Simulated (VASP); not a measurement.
HfO2, 6 atoms in the cell. It takes space group P4_2/mnm (No. 136, tetragonal). The conventional cell has a = 4.942 Å, b = 4.942 Å, c = 3.271 Å, α = 90.00°, β = 90.00°, γ = 90.00°. Within 2.8 Å of Hf (site symmetry mmm) lie 6 O at 2.13 to 2.14 Å. Within 2.8 Å of O (site symmetry m2m) lie 3 Hf at 2.13 to 2.14 Å and 1 O at 2.72 Å.  This cell differs from its parent crystal: volume scaled by 1.06.

| Item | Value |
| --- | --- |
| Program | VASP 6.6.1 |
| Task | relaxation of shape and atoms at fixed volume |
| Functional | r2SCAN |
| Potentials or basis | VASP PAW PBE potentials, release 64 (Hf_pv, O) |
| Cutoff | 600 eV |
| k mesh | 6 × 6 × 8 |
| Occupations | gaussian, width 0.02 eV |
| Spin | no spin polarisation |
| Dipole correction | no |
| Further INCAR settings | ALGO = Normal; EDIFF = 1e-06; IBRION = 2; EDIFFG = -0.01; NSW = 50; ISIF = 4 |

Potentials or basis: VASP PAW PBE potentials, release 64 (Hf_pv, O).

Command:

```sh
$ cat potpaw_PBE.64/Hf_pv/POTCAR potpaw_PBE.64/O/POTCAR > POTCAR
$ cp INCAR.step1 INCAR
$ mpirun -np 1 vasp_std > vasp.out
$ cp INCAR.step2 INCAR
$ mpirun -np 1 vasp_std > vasp.out
```

Hardware: 1 thread of AMD EPYC 9R45 (Zen 5), with other jobs on the host.

Estimate the wall time of this run.

Run time: 20 min on 1 thread of AMD EPYC 9R45 (Zen 5), on a shared host, peak memory 0.26 GiB. Counts: k points 50, ion steps 4.
